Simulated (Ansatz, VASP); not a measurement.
# SiO2: VASP beside Ansatz

Contents of INCAR:

```
  ALGO = Normal
  EDIFF = 1E-6
  EDIFFG = -0.01
  ENCUT = 600
  GGA = PE
  IBRION = 2
  ISIF = 3
  ISMEAR = 0
  IVDW = 12
  LASPH = True
  LCHARG = False
  LREAL = False
  LWAVE = False
  NELM = 80
  NSW = 100
  PREC = Accurate
  SIGMA = 0.02
```

The input KPOINTS:

```
k-points
0
Gamma
  12 12 12
```

Contents of POSCAR:

```
SiO2
1.0
    1.3432081273      0.7755015739      4.5447609585
   -1.3432081273      0.7755015739      4.5447609585
    0.0000000000     -1.5510031478      4.5447609585
Si O
1 2
Direct
    0.5000000000      0.5000000000      0.5000000000
    0.7662586694      0.7662586694      0.7662586694
    0.2337413306      0.2337413306      0.2337413306
```

Input for Ansatz:

```yaml
crystal:
  lattice:
    - [1.3432081273, 0.7755015739, 4.5447609585]
    - [-1.3432081273, 0.7755015739, 4.5447609585]
    - [0.0, -1.5510031478, 4.5447609585]
  atoms:
    - { symbol: Si, position: [0.5, 0.5, 0.5] }
    - { symbol: O, position: [0.7662586694, 0.7662586694, 0.7662586694] }
    - { symbol: O, position: [0.2337413306, 0.2337413306, 0.2337413306] }
basis:
  ecutwfc: 420
kpoints:
  mp_grid: { grid: [12, 12, 12] }
hamiltonian:
  xc: pbe
  dispersion: d3bj
scf:
  occupations: { method: gaussian, width: 0.02 }
output:
  forces: true
  stress: true
  eigenvalues: true
relax:
  adjacent_minimum: "off"
  f_tol: 0.01
  max_steps: 80
  cell: { stress_tol: 0.05 }
```

Alike in both runs: task relaxation of cell and atoms; functional PBE; dispersion D3(BJ); k mesh 12 × 12 × 12; occupations gaussian, width 0.02 eV; no spin polarisation.

|  | VASP | Ansatz |
| --- | --- | --- |
| version | VASP 6.6.1 | Ansatz 0.2.0 |
| potentials or method | VASP PAW PBE potentials, release 64 (Si, O), cutoff 600 eV | scalar-relativistic, plane waves, PAW |
| valence electrons in the cell | 16 | 16 |

```csv
,VASP,Ansatz,Ansatz less VASP
"gap on the k mesh at the Fermi level, each at its own relaxed structure (eV)",6.09,6.17,+0.079
relaxed volume (Å³/atom),9.47,9.53,+0.057
relaxed length of the cell vector where the two differ most in proportion (Å),4.793,4.828,+0.0348
```
